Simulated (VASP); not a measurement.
# Re2HgBr2 (Cmmm) in VASP: a series of runs

Re2HgBr2 is run at these levels: HSE06; tasks: single point.

Everything below comes from runs of VASP 6.6.1. Logs are shortened: lines on timing, memory, paths and dates and some standing lists are left out, and cuts for length are marked.

### Step 1. The cell of the first run

It takes space group Cmmm (No. 65, orthorhombic). Conventional cell: a = 8.605 Å, b = 8.605 Å, c = 4.302 Å, α = 90.00°, β = 90.00°, γ = 90.00°. Hg (site symmetry mmm) has 2 Re at 2.15 Å within 2.8 Å. Re (site symmetry 2mm) has 1 Hg at 2.15 Å within 2.8 Å. Br (site symmetry m2m) has 2 Hg at 3.04 Å and 8 Re at 3.73 Å within 4.0 Å.

### Step 2. Single point, HSE06, collinear spin, antiferromagnetic start

POSCAR

```
Re2HgBr2
1.0
    4.3024197700      4.3024197700      0.0000000000
    4.3024197700     -4.3024197700      0.0000000000
    0.0000000000      0.0000000000     -4.3024197700
Hg Re Br
1 2 2
Direct
    0.0000000000      0.0000000000      0.0000000000
    0.2500000000      0.7500000000      0.0000000000
    0.7500000000      0.2500000000      0.0000000000
    0.2500000000      0.2500000000      0.5000000000
    0.7500000000      0.7500000000      0.5000000000
```

INCAR.step1

```
PREC = Accurate
ENCUT = 520
EDIFF = 1E-5
ISMEAR = 1
SIGMA = 0.1603
LREAL = False
LASPH = True
NELM = 150
ALGO = Normal
ISIF = 2
LWAVE = True
ISPIN = 2
MAGMOM = 0 2.48 -2.48 0 0
LORBIT = 11
LMAXMIX = 4
NBANDS = 32
GGA = PE
```

INCAR.step2

```
PREC = Accurate
ENCUT = 520
EDIFF = 1E-6
ISMEAR = 1
SIGMA = 0.1603
LREAL = False
LASPH = True
NELM = 150
ALGO = Normal
ISIF = 2
LWAVE = False
LCHARG = True
ISPIN = 2
MAGMOM = 0 2.48 -2.48 0 0
LORBIT = 11
LMAXMIX = 4
GGA = PE
LHFCALC = True
HFSCREEN = 0.2079
PRECFOCK = Fast
LELF = True
LVHAR = True
NBANDS = 32
ISTART = 1
```

KPOINTS

```
Automatic mesh
0
Gamma
  2 2 3
```

Potentials or basis: VASP PAW PBE potentials, release 64 (Hg, Re, Br).

Started as:

```
> cat potpaw_PBE.64/Hg/POTCAR potpaw_PBE.64/Re/POTCAR potpaw_PBE.64/Br/POTCAR > POTCAR
> cp INCAR.step1 INCAR
> mpirun -np 1 vasp_std > vasp.out
> cp INCAR.step2 INCAR
> mpirun -np 1 vasp_std > vasp.out
```

OUTCAR:

```text
PREC = Accurate
   ENCUT = 520
   EDIFF = 1E-6
   ISMEAR = 1
   LREAL = False
   LASPH = True
   NELM = 150
   ISIF = 2
   ISPIN = 2
   LORBIT = 11
   GGA = PE
   LHFCALC = True
   HFSCREEN = 0.2079
   PRECFOCK = Fast
   ISTART = 1

 ion  position               nearest neighbor table
   1  0.000  0.000  0.000-   2 2.15   3 2.15   4 3.04   5 3.04   4 3.04   5 3.04
   2  0.250  0.750  0.000-   1 2.15
   3  0.750  0.250  0.000-   1 2.15
   4  0.250  0.250  0.500-   1 3.04   1 3.04
   5  0.750  0.750  0.500-   1 3.04   1 3.04

  LATTYP: Found a simple tetragonal cell.
 ALAT       =     6.0845403898
 C/A-ratio  =     0.7071067812

  Lattice vectors:

 A1 = (   4.3024197700,   4.3024197700,   0.0000000000)
 A2 = (   4.3024197700,  -4.3024197700,   0.0000000000)
 A3 = (   0.0000000000,   0.0000000000,  -4.3024197700)

Analysis of symmetry for initial positions (statically):
=====================================================================
 Subroutine PRICEL returns:
 Original cell was already a primitive cell.

 Routine SETGRP: Setting up the symmetry group for a
 simple tetragonal supercell.

 Subroutine GETGRP returns: Found  8 space group operations
 (whereof  8 operations were pure point group operations)
 out of a pool of 16 trial point group operations.

The static configuration has the point symmetry D_2h.

Analysis of symmetry for dynamics (positions and initial velocities):
=====================================================================
 Subroutine PRICEL returns:
 Original cell was already a primitive cell.

 Routine SETGRP: Setting up the symmetry group for a
 simple tetragonal supercell.

 Subroutine GETGRP returns: Found  8 space group operations
 (whereof  8 operations were pure point group operations)
 out of a pool of 16 trial point group operations.

The dynamic configuration has the point symmetry D_2h.

Analysis of structural, dynamic, and magnetic symmetry:
=====================================================================
 Subroutine PRICEL returns:
 Original cell was already a primitive cell.

 Routine SETGRP: Setting up the symmetry group for a
 simple tetragonal supercell.

 Subroutine GETGRP returns: Found  8 space group operations
 (whereof  8 operations were pure point group operations)
 out of a pool of 16 trial point group operations.

The overall configuration has the point symmetry D_2h.

 Subroutine INISYM returns: Found  8 space group operations
 (whereof  8 operations are pure point group operations),
 and found     1 'primitive' translations

----------------------------------------------------------------------------------------

                                     Primitive cell

  volume of cell :     159.2826

  direct lattice vectors                    reciprocal lattice vectors
     4.302419770  4.302419770  0.000000000     0.116213672  0.116213672  0.000000000
     4.302419770 -4.302419770  0.000000000     0.116213672 -0.116213672  0.000000000
     0.000000000  0.000000000 -4.302419770     0.000000000  0.000000000 -0.232427344

  length of vectors
     6.084540390  6.084540390  4.302419770     0.164350951  0.164350951  0.232427344

  position of ions in fractional coordinates (direct lattice)
     0.000000000  0.000000000  0.000000000
     0.250000000  0.750000000  0.000000000
     0.750000000  0.250000000  0.000000000
     0.250000000  0.250000000  0.500000000
     0.750000000  0.750000000  0.500000000

  ion indices of the primitive-cell ions
   primitive index   ion index
                 1           1
                 2           2
                 3           3
                 4           4
                 5           5

----------------------------------------------------------------------------------------

 KPOINTS: Automatic mesh

Automatic generation of k-mesh.
 Grid dimensions read from file:
 generate k-points for:    2    2    3

 Generating k-lattice:

  Cartesian coordinates                     Fractional coordinates (reciprocal lattice)
     0.058106836  0.058106836  0.000000000     0.500000000  0.000000000  0.000000000
     0.058106836 -0.058106836  0.000000000     0.000000000  0.500000000  0.000000000
     0.000000000  0.000000000 -0.077475781     0.000000000  0.000000000  0.333333333

  Length of vectors
     0.082175476  0.082175476  0.077475781

  Shift w.r.t. Gamma in fractional coordinates (k-lattice)
     0.000000000  0.000000000  0.000000000

 Subroutine IBZKPT returns following result:
 ===========================================

 Found      6 irreducible k-points:

 Following reciprocal coordinates:
            Coordinates               Weight
  0.000000  0.000000  0.000000      1.000000
  0.500000  0.000000  0.000000      2.000000
  0.500000  0.500000  0.000000      1.000000
  0.000000  0.000000  0.333333      2.000000
  0.500000  0.000000  0.333333      4.000000
  0.500000  0.500000  0.333333      2.000000
[... 73 lines left out ...]
  free energy    TOTEN  =       -19.70306928 eV

  energy without entropy =      -19.70384381  energy(sigma->0) =      -19.70332746

 E-fermi :   0.9495     XC(G=0):  -7.2747

 val. band max:        0.8146578875   @ k =   0.5000   0.5000   0.0000
 cond. band min:       2.1451933947   @ k =   0.0000   0.0000   0.0000
 fundamental gap:      1.3305355072
 Fermi energy:         0.9495016305

 spin component 1

 k-point     1 :       0.0000    0.0000    0.0000
  band No.  band energies     occupation
      1     -14.7812      1.00000
      2     -14.5349      1.00000
      3      -9.9094      1.00000
      4      -8.7856      1.00000
      5      -8.7450      1.00000
      6      -7.4475      1.00000
[... 24 lines left out ...]
     31       9.0865      0.00000
     32       9.3806      0.00000

 k-point     2 :       0.5000    0.0000    0.0000
  band No.  band energies     occupation
      1     -14.6866      1.00000
      2     -14.6160      1.00000
      3      -9.8836      1.00000
      4      -8.7933      1.00000
      5      -8.7457      1.00000
      6      -7.4551      1.00000
[... 24 lines left out ...]
     31       8.9650      0.00000
     32       9.2887      0.00000
[... 103 lines left out ...]
     31       7.7433      0.00000
     32       9.5349      0.00000

 k-point     6 :       0.5000    0.5000    0.3333
  band No.  band energies     occupation
      1     -14.5781      1.00000
      2     -14.5711      1.00000
      3      -9.9029      1.00000
      4      -8.8078      1.00000
      5      -8.7803      1.00000
      6      -7.3557      1.00000
[... 24 lines left out ...]
     31       8.8691      0.00000
     32       9.2893      0.00000
 Fermi energy:         0.9495016305

 spin component 2

 k-point     1 :       0.0000    0.0000    0.0000
  band No.  band energies     occupation
      1     -14.7812      1.00000
      2     -14.5349      1.00000
      3      -9.9094      1.00000
      4      -8.7856      1.00000
      5      -8.7450      1.00000
      6      -7.4475      1.00000
[... 24 lines left out ...]
     31       9.0866      0.00000
     32       9.3809      0.00000

 k-point     2 :       0.5000    0.0000    0.0000
  band No.  band energies     occupation
      1     -14.6866      1.00000
      2     -14.6160      1.00000
      3      -9.8836      1.00000
      4      -8.7933      1.00000
      5      -8.7457      1.00000
      6      -7.4551      1.00000
[... 24 lines left out ...]
     31       8.9651      0.00000
     32       9.2888      0.00000
[... 103 lines left out ...]
     31       7.7434      0.00000
     32       9.5350      0.00000

 k-point     6 :       0.5000    0.5000    0.3333
  band No.  band energies     occupation
      1     -14.5781      1.00000
      2     -14.5711      1.00000
      3      -9.9030      1.00000
      4      -8.8078      1.00000
      5      -8.7803      1.00000
      6      -7.3557      1.00000
[... 24 lines left out ...]
     31       8.8692      0.00000
     32       9.3041      0.00000

------------------------ aborting loop because EDIFF is reached ----------------------------------------

  FORCE on cell =-STRESS in cart. coord.  units (eV):
  Direction    XX          YY          ZZ          XY          YZ          ZX
  --------------------------------------------------------------------------------------
  -------------------------------------------------------------------------------------
  Total        0.7305524     50.8508766      1.5712088      0.0000000      0.0000000      0.0000000
  in kB        7.3484143    511.4941716     15.8043317      0.0000000      0.0000000      0.0000000
  external PRESSURE =     178.2156392 kB  Pullay stress =       0.0000000 kB

 VOLUME and BASIS-vectors are now :
 -----------------------------------------------------------------------------
  energy-cutoff  :      520.00
  volume of cell :      159.28
      direct lattice vectors                 reciprocal lattice vectors
     4.302419770  4.302419770  0.000000000     0.116213672  0.116213672  0.000000000
     4.302419770 -4.302419770  0.000000000     0.116213672 -0.116213672  0.000000000
     0.000000000  0.000000000 -4.302419770     0.000000000  0.000000000 -0.232427344

 POSITION                                       TOTAL-FORCE (eV/Angst)
 -----------------------------------------------------------------------------------
      0.00000      0.00000      0.00000        -0.000000     -0.000000     -0.000000
      4.30242     -2.15121      0.00000        -0.000000     12.909060     -0.000000
      4.30242      2.15121      0.00000        -0.000000    -12.909060     -0.000000
      2.15121      0.00000     -2.15121         1.343590      0.000000     -0.000000
      6.45363      0.00000     -2.15121        -1.343590      0.000000      0.000000
 -----------------------------------------------------------------------------------
    total drift:                                0.000023      0.001919     -0.000007

  FREE ENERGIE OF THE ION-ELECTRON SYSTEM (eV)
  ---------------------------------------------------
  free  energy   TOTEN  =       -19.7030692842 eV

  energy  without entropy=      -19.7038438104  energy(sigma->0) =      -19.70332746

 total charge

# of ion       s       p       d       tot
------------------------------------------
    1        1.122   0.733   9.344  11.199
    2        0.675   0.149   5.101   5.925
    3        0.675   0.149   5.101   5.925
    4        1.614   3.230   0.010   4.855
    5        1.614   3.230   0.010   4.855
--------------------------------------------------
tot          5.700   7.492  19.566  32.759

 magnetization (x)

# of ion       s       p       d       tot
------------------------------------------
    1        0.000   0.000   0.000   0.000
    2        0.280   0.000   4.015   4.296
    3       -0.280  -0.000  -4.015  -4.296
    4        0.000   0.000   0.000   0.000
    5        0.000   0.000   0.000   0.000
--------------------------------------------------
tot          0.000   0.000   0.000   0.000
```

Run time: 12 min. Hardware: 1 thread of Intel Xeon 6975P-C (Granite Rapids), shared host; peak memory 0.46 GiB.

Results:

```
Free energy                                           : -19.7031 eV
Pressure                                              : 17.8 GPa
Largest force                                         : 12.909 eV/Å
Band gap on the k mesh                                : 1.33 eV, indirect (least direct gap 2.05 eV)
Net moment                                            : 0.00 μB per cell
Site moments                                          : Hg +0.00; Re +4.30, -4.30; Br +0.00 μB
Valence electrons inside the program's atomic spheres : Hg 11.20; Re 5.92; Br 4.86
```

Forces in eV/Å, atoms in the order of the input:
```
Hg    0.000   0.000   0.000
Re    0.000  12.909   0.000
Re    0.000 -12.909   0.000
Br    1.344   0.000   0.000
Br   -1.344   0.000   0.000
```

Stress tensor (GPa, compression positive):
```
 0.73  0.00  0.00
 0.00 51.15  0.00
 0.00  0.00  1.58
```

Levels at points of the mesh, in eV from the valence-band top:
Spin up:
```
           k point  band 16  band 17  band 18  band 19  band 20  band 21  band 22  band 23  band 24  band 25
(0.00, 0.00, 0.00)    -2.29    -2.24    -2.13    -1.68    -1.04     1.33     2.30     2.50     2.61     2.84
(0.50, 0.00, 0.00)    -2.05    -2.01    -1.47    -0.72    -0.51     1.68     2.11     2.53     2.78     2.99
(0.50, 0.50, 0.00)    -1.54    -1.40    -1.28    -0.96     0.00     2.05     2.24     2.41     2.74     2.95
```
Spin down:
| k point | band 16 | band 17 | band 18 | band 19 | band 20 | band 21 | band 22 | band 23 | band 24 | band 25 |
| --- | --- | --- | --- | --- | --- | --- | --- | --- | --- | --- |
| (0.00, 0.00, 0.00) | -2.29 | -2.24 | -2.13 | -1.68 | -1.04 | 1.33 | 2.30 | 2.50 | 2.61 | 2.84 |
| (0.50, 0.00, 0.00) | -2.05 | -2.01 | -1.47 | -0.72 | -0.51 | 1.68 | 2.11 | 2.53 | 2.78 | 2.99 |
| (0.50, 0.50, 0.00) | -1.54 | -1.40 | -1.28 | -0.96 | 0.00 | 2.05 | 2.24 | 2.41 | 2.74 | 2.95 |

Caveat: the k points lie up to 0.52 Å⁻¹ apart; the PAW data sets were made with another functional, which shifts forces and pressure a little; spin-orbit coupling is left out, which moves the levels of the heavy elements. A k mesh can miss the band edges.

### Step 3. Single point, HSE06, collinear spin, ferromagnetic start

POSCAR is that of step 2.

INCAR.step1

```
SYSTEM = Re2HgBr2
PREC     = Accurate       ! precision mode
ENCUT    = 520            ! plane-wave cutoff, eV
EDIFF    = 1E-5           ! SCF threshold, eV
ISMEAR   = 1              ! smearing method
SIGMA    = 0.1603         ! smearing width, eV
LREAL    = .False.        ! projectors in reciprocal space
LASPH    = .True.         ! aspherical terms in the spheres
NELM     = 150            ! most SCF steps
ALGO     = Normal         ! electronic algorithm
ISIF     = 2              ! what is computed and relaxed
LWAVE    = .True.         ! write WAVECAR
ISPIN    = 2              ! spin polarisation
MAGMOM   = 0.18 2.51 2.51 0.18 0.18 ! initial moments
LORBIT   = 11             ! projections on sites
LMAXMIX  = 4              ! l up to which the mixer works
GGA      = PE             ! functional
NBANDS   = 32             ! bands
```

INCAR.step2

```
SYSTEM = Re2HgBr2
PREC     = Accurate       ! precision mode
ENCUT    = 520            ! plane-wave cutoff, eV
EDIFF    = 1E-7           ! SCF threshold, eV
ISMEAR   = 1              ! smearing method
SIGMA    = 0.1603         ! smearing width, eV
LREAL    = .False.        ! projectors in reciprocal space
LASPH    = .True.         ! aspherical terms in the spheres
NELM     = 150            ! most SCF steps
ALGO     = Normal         ! electronic algorithm
ISIF     = 2              ! what is computed and relaxed
LWAVE    = .False.        ! write WAVECAR
LCHARG   = .True.         ! write CHGCAR
ISPIN    = 2              ! spin polarisation
MAGMOM   = 0.18 2.51 2.51 0.18 0.18 ! initial moments
LORBIT   = 11             ! projections on sites
LMAXMIX  = 4              ! l up to which the mixer works
GGA      = PE             ! functional
LHFCALC  = .True.         ! exact exchange
HFSCREEN = 0.2079         ! screening, 1/A
PRECFOCK = Fast         
LELF     = .True.         ! ELF
LVHAR    = .True.       
ISTART   = 1            
NBANDS   = 32             ! bands
```

KPOINTS

```
Automatic mesh
0
Gamma
  2 2 3
  0 0 0
```

Potentials or basis: VASP PAW PBE potentials, release 64 (Hg, Re, Br).

Started as:

```
> cat potpaw_PBE.64/Hg/POTCAR potpaw_PBE.64/Re/POTCAR potpaw_PBE.64/Br/POTCAR > POTCAR
> cp INCAR.step1 INCAR
> mpirun -np 1 vasp_std > vasp.out
> cp INCAR.step2 INCAR
> mpirun -np 1 vasp_std > vasp.out
```

It took 14 min on 1 thread of Intel Xeon 6975P-C (Granite Rapids), shared host; peak memory 0.45 GiB.

The run converged. Its results:

```yaml
Free_energy: -19.0049 eV
Pressure: 20.2 GPa
Largest_force: 14.406 eV/Å
Band_gap_on_the_k_mesh: 0.80 eV, indirect (least direct gap 1.31 eV)
Net_moment: 10.00 μB per cell
Site_moments: Hg +0.19; Re +4.34; Br +0.16 μB
Valence_electrons_inside_the_program's_atomic_spheres: Hg 11.24; Re 5.94; Br 4.85
```

Forces in eV/Å, atoms in the order of the input:
```
Hg    0.000   0.000   0.000
Re    0.000  14.406   0.000
Re    0.000 -14.406   0.000
Br    1.170   0.000   0.000
Br   -1.170   0.000   0.000
```

Stress tensor (GPa, compression positive):
```
 1.20  0.00  0.00
 0.00 58.23  0.00
 0.00  0.00  1.04
```

Levels at points of the mesh, in eV from the valence-band top:
Spin up:
```
           k point  band 22  band 23  band 24  band 25  band 26  band 27  band 28  band 29
(0.00, 0.00, 0.00)    -1.96    -1.80    -1.39    -1.35     3.39     4.76     6.21     6.73
(0.50, 0.00, 0.00)    -1.55    -1.19    -0.81    -0.67     3.31     4.13     5.20     5.27
(0.50, 0.50, 0.00)    -1.37    -1.03    -0.79    -0.25     1.60     1.72     5.15     5.75
```
Spin down:
| k point | band 13 | band 14 | band 15 | band 16 | band 17 | band 18 |
| --- | --- | --- | --- | --- | --- | --- |
| (0.00, 0.00, 0.00) | -2.14 | -1.77 | -0.56 | 0.80 | 1.13 | 1.19 |
| (0.50, 0.00, 0.00) | -1.96 | -0.80 | -0.63 | 1.01 | 1.61 | 1.85 |
| (0.50, 0.50, 0.00) | -1.98 | -1.14 | 0.00 | 1.72 | 1.93 | 2.05 |

Caveat: the k points lie up to 0.52 Å⁻¹ apart; the PAW data sets were made with another functional, which shifts forces and pressure a little; spin-orbit coupling is left out, which moves the levels of the heavy elements. A k mesh can miss the band edges.
